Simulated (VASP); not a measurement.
# SiSn5 (P6/mmm) in VASP: notebook

Runs on SiSn5. Level: PBE. Tasks: relaxation of cell and atoms, single point.

Program: VASP 6.6.1. These are calculated values, not measurements. Logs are shortened: lines on timing, memory, paths and dates and some standing lists are left out, and cuts for length are marked.

## (1) The cell of the first run

It takes space group P6/mmm (No. 191, hexagonal). The conventional cell has a = 6.117 Å, b = 6.117 Å, c = 5.460 Å, α = 90.00°, β = 90.00°, γ = 120.00°. Within 4.6 Å of Si (site symmetry 6/mmm) lie 18 Sn at 3.53 to 4.10 Å. Sn (site symmetry -6m2) has 9 Sn at 3.25 to 3.53 Å and 3 Si at 3.53 Å within 4.3 Å. Sn (site symmetry mmm) has 8 Sn at 3.06 to 3.25 Å and 4 Si at 4.10 Å within 4.1 Å.

The cell was built from a structure type or drawn by symmetry, and may not be a known phase.

## (2) Relaxation of cell and atoms, PBE

Contents of INCAR:

```
SYSTEM = SiSn5
PREC     = Accurate       ! precision mode
ENCUT    = 600            ! plane-wave cutoff, eV
EDIFF    = 1E-7           ! SCF threshold, eV
ISMEAR   = 0              ! smearing method
SIGMA    = 0.1            ! smearing width, eV
LREAL    = .FALSE.        ! projectors in reciprocal space
LASPH    = .TRUE.         ! aspherical terms in the spheres
NELM     = 80             ! most SCF steps
ALGO     = Fast           ! electronic algorithm
ISIF     = 3              ! what is computed and relaxed
LWAVE    = .FALSE.        ! write WAVECAR
LCHARG   = .FALSE.        ! write CHGCAR
GGA      = PE             ! functional
IBRION   = 2              ! ionic algorithm
NSW      = 100            ! ionic steps
EDIFFG   = -0.01          ! ionic threshold
```

Contents of KPOINTS:

```
Automatic mesh
0
G
  6 6 8
  0 0 0
```

Contents of POSCAR:

```
SiSn5
1.0
    6.1165181544      0.0000000000      0.0000000000
   -3.0582590772      5.2970601044      0.0000000000
    0.0000000000      0.0000000000      5.4598251412
Si Sn
1 5
Direct
    0.0000000000      0.0000000000      0.0000000000
    0.3333333333      0.6666666667      0.0000000000
    0.6666666667      0.3333333333      0.0000000000
    0.5000000000      0.0000000000      0.5000000000
    0.5000000000      0.5000000000      0.5000000000
    0.0000000000      0.5000000000      0.5000000000
```

Potentials or basis: VASP PAW PBE potentials, release 64 (Si, Sn_d).

The run is started by

```
$ cat potpaw_PBE.64/Si/POTCAR potpaw_PBE.64/Sn_d/POTCAR > POTCAR
$ mpirun -np 1 vasp_std > vasp.out
```

OUTCAR:

```text
SYSTEM = SiSn5
   PREC = Accurate
   ENCUT = 600
   EDIFF = 1E-7
   ISMEAR = 0
   LREAL = .FALSE.
   LASPH = .TRUE.
   NELM = 80
   ISIF = 3
   GGA = PE
   IBRION = 2
   NSW = 100
   EDIFFG = -0.01

 ion  position               nearest neighbor table
   1  0.000  0.000  0.000-
   2  0.333  0.667  0.000-   4 3.25   4 3.25   6 3.25   6 3.25   5 3.25   5 3.25   3 3.53   3 3.53
                             3 3.53
   3  0.667  0.333  0.000-   4 3.25   4 3.25   6 3.25   6 3.25   5 3.25   5 3.25   2 3.53   2 3.53
                             2 3.53
   4  0.500  0.000  0.500-   5 3.06   6 3.06   5 3.06   6 3.06   2 3.25   3 3.25   2 3.25   3 3.25

   5  0.500  0.500  0.500-   4 3.06   4 3.06   6 3.06   6 3.06   2 3.25   3 3.25   2 3.25   3 3.25

   6  0.000  0.500  0.500-   4 3.06   4 3.06   5 3.06   5 3.06   2 3.25   3 3.25   2 3.25   3 3.25

  LATTYP: Found a hexagonal cell.
 ALAT       =     6.1165181544
 C/A-ratio  =     0.8926361376

  Lattice vectors:

 A1 = (   6.1165181544,   0.0000000000,   0.0000000000)
 A2 = (  -3.0582590772,   5.2970601044,   0.0000000000)
 A3 = (   0.0000000000,   0.0000000000,   5.4598251412)

Analysis of symmetry for initial positions (statically):
=====================================================================
 Subroutine PRICEL returns:
 Original cell was already a primitive cell.

 Routine SETGRP: Setting up the symmetry group for a
 hexagonal supercell.

 Subroutine GETGRP returns: Found 24 space group operations
 (whereof 24 operations were pure point group operations)
 out of a pool of 24 trial point group operations.

The static configuration has the point symmetry D_6h.

Analysis of symmetry for dynamics (positions and initial velocities):
=====================================================================
 Subroutine PRICEL returns:
 Original cell was already a primitive cell.

 Routine SETGRP: Setting up the symmetry group for a
 hexagonal supercell.

 Subroutine GETGRP returns: Found 24 space group operations
 (whereof 24 operations were pure point group operations)
 out of a pool of 24 trial point group operations.

The dynamic configuration has the point symmetry D_6h.

 Subroutine INISYM returns: Found 24 space group operations
 (whereof 24 operations are pure point group operations),
 and found     1 'primitive' translations

----------------------------------------------------------------------------------------

                                     Primitive cell

  volume of cell :     176.8960

  direct lattice vectors                    reciprocal lattice vectors
     6.116518154  0.000000000  0.000000000     0.163491708  0.094391982  0.000000000
    -3.058259077  5.297060104  0.000000000     0.000000000  0.188783963  0.000000000
     0.000000000  0.000000000  5.459825141     0.000000000  0.000000000  0.183156049

  length of vectors
     6.116518154  6.116518154  5.459825141     0.188783963  0.188783963  0.183156049

  position of ions in fractional coordinates (direct lattice)
     0.000000000  0.000000000  0.000000000
     0.333333333  0.666666667  0.000000000
     0.666666667  0.333333333  0.000000000
     0.500000000  0.000000000  0.500000000
     0.500000000  0.500000000  0.500000000
     0.000000000  0.500000000  0.500000000

  ion indices of the primitive-cell ions
   primitive index   ion index
                 1           1
                 2           2
                 3           3
                 4           4
                 5           5
                 6           6

----------------------------------------------------------------------------------------

 KPOINTS: Automatic mesh

Automatic generation of k-mesh.
 Grid dimensions read from file:
 generate k-points for:    6    6    8

 Generating k-lattice:

  Cartesian coordinates                     Fractional coordinates (reciprocal lattice)
     0.027248618  0.015731997  0.000000000     0.166666667 -0.000000000  0.000000000
     0.000000000  0.031463994  0.000000000     0.000000000  0.166666667  0.000000000
     0.000000000  0.000000000  0.022894506     0.000000000  0.000000000  0.125000000

  Length of vectors
     0.031463994  0.031463994  0.022894506

  Shift w.r.t. Gamma in fractional coordinates (k-lattice)
     0.000000000  0.000000000  0.000000000

 Subroutine IBZKPT returns following result:
 ===========================================

 Found     35 irreducible k-points:

 Following reciprocal coordinates:
            Coordinates               Weight
  0.000000  0.000000  0.000000      1.000000
  0.166667  0.000000  0.000000      6.000000
  0.333333 -0.000000  0.000000      6.000000
  0.500000 -0.000000  0.000000      3.000000
  0.166667  0.166667  0.000000      6.000000
  0.333333  0.166667  0.000000     12.000000
[... 16 lines left out ...]
  0.166667  0.000000  0.375000     12.000000
  0.333333 -0.000000  0.375000     12.000000
 [... further k-points ...]
   k-points           NKPTS =     35   k-points in BZ     NKDIM =     35   number of bands    NBANDS=     44
   number of dos      NEDOS =    301   number of ions     NIONS =      6
   total plane-waves  NPLWV = 120000
   dimension x,y,z NGX =    50 NGY =   50 NGZ =   48
   dimension x,y,z NGXF=   100 NGYF=  100 NGZF=   96
   ions per type =               1   5
   NGX,Y,Z   is equivalent  to a cutoff of  13.59, 13.59, 14.62 a.u.
   NGXF,Y,Z  is equivalent  to a cutoff of  27.18, 27.18, 29.23 a.u.
 SYSTEM =  SiSn5
   PREC   = accura    normal or accurate (medium, high low for compatibility)
   ISTART =      0    job   : 0-new  1-cont  2-samecut
   ICHARG =      2    charge: 1-file 2-atom 10-const
   ISPIN  =      1    spin polarized calculation?
   LNONCOLLINEAR =      F non collinear calculations
   LSORBIT =      F    spin-orbit coupling
   LASPH  =      T    aspherical Exc in radial PAW
   ENCUT  =  600.0 eV  44.10 Ry    6.64 a.u.  12.22 12.22 10.90*2*pi/ulx,y,z
   NELM   =     80;   NELMIN=  2; NELMDL= -5     # of ELM steps
   EDIFF  = 0.1E-06   stopping-criterion for ELM
   LREAL  =      F    real-space projection
   EDIFFG = -.1E-01   stopping-criterion for IOM
   NSW    =    100    number of steps for IOM
   IBRION =      2    ionic relax: 0-MD 1-quasi-New 2-CG
   NFREE  =      1    steps in history (QN), initial steepest desc. (CG)
   ISIF   =      3    stress and relaxation
   ISYM   =      2    0-nonsym 1-usesym 2-fastsym
   POTIM  = 0.5000    time-step for ionic-motion
   TEBEG  =    0.0;   TEEND  =   0.0 temperature during run
   PSTRESS=    0.0 pullay stress
   NELECT =      74.0000    total number of electrons
   NUPDOWN=      -1.0000    fix difference up-down
   EMIN   =  10.00;   EMAX   =-10.00  energy-range for DOS
   EFERMI =   0.00;   METHOD = LEGACY
   ISMEAR =     0;   SIGMA  =   0.10  broadening in eV -4-tet -1-fermi 0-gaus
   EFERMI_NEDOS =   21; number of points for ismear=-14 and -15
   IALGO  =     68    algorithm
   IMIX   =      4    mixing-type and parameters
     AMIX     =   0.40;   BMIX     =  1.00
     AMIX_MAG =   1.60;   BMIX_MAG =  1.00
  volume/ion in A,a.u.               =      29.48       198.96
  Fermi-wavevector in a.u.,A,eV,Ry     =   1.224370  2.313724 20.396256  1.499083
  Thomas-Fermi vector in A             =   2.359447
   LORBIT       =      0    0 simple, 1 ext, 2 COOP (PROOUT), +10 PAW based schemes
   GGA     = PE    functional components
   LHFCALC =     F    Hartree Fock is set to
   AEXX    =    0.0000 exact exchange contribution
   IVDW    =     0    specifies the selected vdW correction
   LEPSILON=     F    determine dielectric tensor
   LRPA    =     F    only Hartree local field effects (RPA)
 conjugate gradient relaxation of ions
 non-spin polarized calculation
 RMM-DIIS sequential band-by-band and
 Gauss-broadening in eV      SIGMA  =   0.10
  energy-cutoff  :      600.00
  volume of cell :      176.90
 maximum number of plane-waves:      5922
 NGX is ok and might be reduce to    50
   NGX = 25   NGY = 25   NGZ = 21

--------------------------------------- Ionic step        1  -------------------------------------------

 number of electron      74.0000010 magnetization

 Free energy of the ion-electron system (eV)
  ---------------------------------------------------
  ext. energy  EPLUGINS =         0.00000000
  ---------------------------------------------------
  free energy    TOTEN  =       -21.59418722 eV

  energy without entropy =      -21.57738961  energy(sigma->0) =      -21.58578842

------------------------ aborting loop because EDIFF is reached ----------------------------------------

  FORCE on cell =-STRESS in cart. coord.  units (eV):
  Direction    XX          YY          ZZ          XY          YZ          ZX
  --------------------------------------------------------------------------------------
  -------------------------------------------------------------------------------------
  Total       -0.8434965     -0.8434965      2.6224499      0.0000000      0.0000000      0.0000000
  in kB       -7.6396943     -7.6396942     23.7519836      0.0000000      0.0000000      0.0000000
  external PRESSURE =       2.8241984 kB  Pullay stress =       0.0000000 kB
[... 185 lines left out ...]
  energy  without entropy=      -21.6695832686  energy(sigma->0) =      -21.67896459

--------------------------------------- Ionic step        6  -------------------------------------------

 number of electron      74.0000015 magnetization

 Free energy of the ion-electron system (eV)
  ---------------------------------------------------
  ext. energy  EPLUGINS =         0.00000000
  ---------------------------------------------------
  free energy    TOTEN  =       -21.68908043 eV

  energy without entropy =      -21.66988891  energy(sigma->0) =      -21.67948467

 E-fermi :   6.4323     XC(G=0):  -9.6245

 val. band max:        6.3926429211   @ k =   0.0000   0.0000   0.0000
 cond. band min:       6.4423399904   @ k =   0.5000  -0.0000   0.1250
 fundamental gap:      0.0496970693
 Fermi energy:         6.4322699146

 k-point     1 :       0.0000    0.0000    0.0000
  band No.  band energies     occupation
      1     -15.3678      2.00000
      2     -15.2869      2.00000
      3     -15.2869      2.00000
      4     -15.2049      2.00000
      5     -15.1549      2.00000
      6     -15.1416      2.00000
[... 1117 lines left out ...]
     43       9.4040      0.00000
     44       9.5214      0.00000

 [... further k-points ...]

------------------------ aborting loop because EDIFF is reached ----------------------------------------

  FORCE on cell =-STRESS in cart. coord.  units (eV):
  Direction    XX          YY          ZZ          XY          YZ          ZX
  --------------------------------------------------------------------------------------
  -------------------------------------------------------------------------------------
  Total       -0.0031065     -0.0031065     -0.0218137      0.0000000     -0.0000000      0.0000000
  in kB       -0.0281104     -0.0281104     -0.1973906      0.0000000     -0.0000000      0.0000000
  external PRESSURE =      -0.0845371 kB  Pullay stress =       0.0000000 kB
[... 21 lines left out ...]
  FREE ENERGIE OF THE ION-ELECTRON SYSTEM (eV)
  ---------------------------------------------------
  free  energy   TOTEN  =       -21.6890804261 eV

  energy  without entropy=      -21.6698889059  energy(sigma->0) =      -21.67948467

 reached required accuracy - stopping structural energy minimisation
```

Run time: 16 min. Hardware: 1 thread of Intel Xeon 6975P-C (Granite Rapids), shared host; peak memory 0.52 GiB.

What came out:

```
Free energy                           : -21.6891 eV
Relaxed volume                        : 29.51 Å³/atom
Relaxed cell                          : a = 5.961 Å, b = 5.961 Å, c = 5.754 Å, α = 90.00°, β = 90.00°, γ = 120.00°
Space group after relaxing (to 0.1 Å) : P6/mmm (No. 191)
Energy gained by relaxing             : 15.8 meV/atom
Ionic steps                           : 6
Pressure after relaxing               : 0.0 GPa
Band gap on the k mesh                : zero (bands 37 and 38 overlap by 2.70 eV)
```

The path:
| step | energy change (eV) | largest force (eV/Å) | pressure (GPa) | volume (Å³) |
| --- | --- | --- | --- | --- |
| 1 | 0.0000 | 0.0000 | 0.28 | 176.90 |
| 2 | -0.0536 | 0.0000 | -0.12 | 178.18 |
| 3 | -0.0754 | 0.0000 | -0.92 | 181.15 |
| 4 | -0.0876 | 0.0000 | -0.66 | 180.02 |
| 5 | -0.0942 | 0.0000 | 0.21 | 176.14 |
| 6 | -0.0949 | 0.0000 | -0.01 | 177.06 |

Final structure:
```cif
data_structure
_symmetry_space_group_name_H-M 'P 1'
_symmetry_Int_Tables_number 1
_cell_length_a 5.9609
_cell_length_b 5.9609
_cell_length_c 5.7538
_cell_angle_alpha 90.000
_cell_angle_beta 90.000
_cell_angle_gamma 120.000
_cell_volume 177.06
loop_
_atom_site_label
_atom_site_type_symbol
_atom_site_fract_x
_atom_site_fract_y
_atom_site_fract_z
_atom_site_occupancy
Si1 Si 0.00000 0.00000 0.00000 1
Sn1 Sn 0.33333 0.66667 0.00000 1
Sn2 Sn 0.66667 0.33333 0.00000 1
Sn3 Sn 0.50000 0.00000 0.50000 1
Sn4 Sn 0.50000 0.50000 0.50000 1
Sn5 Sn 0.00000 0.50000 0.50000 1
```

Levels at points of the mesh, in eV from the Fermi level:
| k point | band 34 | band 35 | band 36 | band 37 | band 38 | band 39 | band 40 | band 41 |
| --- | --- | --- | --- | --- | --- | --- | --- | --- |
| (0.00, 0.00, 0.00) | -2.81 | -2.68 | -0.41 | -0.41 | -0.04 | -0.04 | 0.33 | 0.71 |
| (0.50, 0.00, 0.00) | -2.47 | -1.92 | -0.05 | 0.07 | 0.56 | 0.68 | 0.73 | 1.06 |
| (0.00, 0.00, 0.50) | -2.48 | -1.92 | -1.92 | -1.62 | -1.62 | -0.34 | 0.40 | 1.07 |
| (0.50, 0.00, 0.50) | -0.07 | 0.25 | 0.48 | 1.08 | 1.09 | 1.32 | 1.45 | 1.71 |

Caveat: spin-orbit coupling is left out, which moves the levels of the heavy elements.

## (3) Single point, PBE

This run uses another cell than the first one, of 27.38 Å³/atom.

Contents of INCAR:

```
SYSTEM = SiSn5
PREC = Accurate
ENCUT = 520
EDIFF = 1E-6
ISMEAR = 0
SIGMA = 0.1
LREAL = .False.
LASPH = .True.
NELM = 100
ALGO = Fast
ISIF = 2
LWAVE = .False.
LCHARG = .False.
GGA = PE
NBANDS = 46
```

Contents of KPOINTS:

```
Automatic mesh
0
Gamma
  3 3 4
  0 0 0
```

Contents of POSCAR:

```
SiSn5
1.0
    6.2448988000      0.0000000000      0.0000000000
   -3.1224494000      5.4082410100      0.0000000000
    0.0000000000      0.0000000000      4.8646067700
Si Sn
1 5
Direct
    0.0000000000      0.0000000000      0.0000000000
    0.3333333300      0.6666666700      0.0000000000
    0.6666666700      0.3333333300      0.0000000000
    0.5000000000      0.0000000000      0.5000000000
    0.5000000000      0.5000000000      0.5000000000
    0.0000000000      0.5000000000      0.5000000000
```

Potentials or basis: VASP PAW PBE potentials, release 64 (Si, Sn_d).

The run is started by

```
$ cat potpaw_PBE.64/Si/POTCAR potpaw_PBE.64/Sn_d/POTCAR > POTCAR
$ mpirun -np 1 vasp_std > vasp.out
```

Run time: 46 s. Hardware: 1 thread of Intel Xeon Platinum 8488C (Sapphire Rapids), shared host; peak memory 0.29 GiB.

The run converged. Its results:

```yaml
Free_energy: -21.0014 eV
Pressure: 5.4 GPa
Band_gap_on_the_k_mesh: zero (bands 37 and 38 overlap by 2.52 eV)
```

Stress tensor (GPa, compression positive):
```
 2.05  0.00  0.00
 0.00  2.05  0.00
 0.00  0.00 12.09
```

Levels at points of the mesh, in eV from the Fermi level:
```
           k point  band 33  band 34  band 35  band 36  band 37  band 38  band 39  band 40  band 41  band 42
(0.00, 0.00, 0.00)    -3.50    -3.50    -1.07    -0.01     0.81     0.86     0.86     0.87     0.87     1.07
(0.00, 0.00, 0.50)    -3.44    -3.44    -2.06    -2.06    -1.71    -1.71    -0.63     3.58     3.78     4.06
```

Caveat: the k points lie up to 0.39 Å⁻¹ apart, too coarse for converged energies and pressures of a metal; spin-orbit coupling is left out, which moves the levels of the heavy elements.
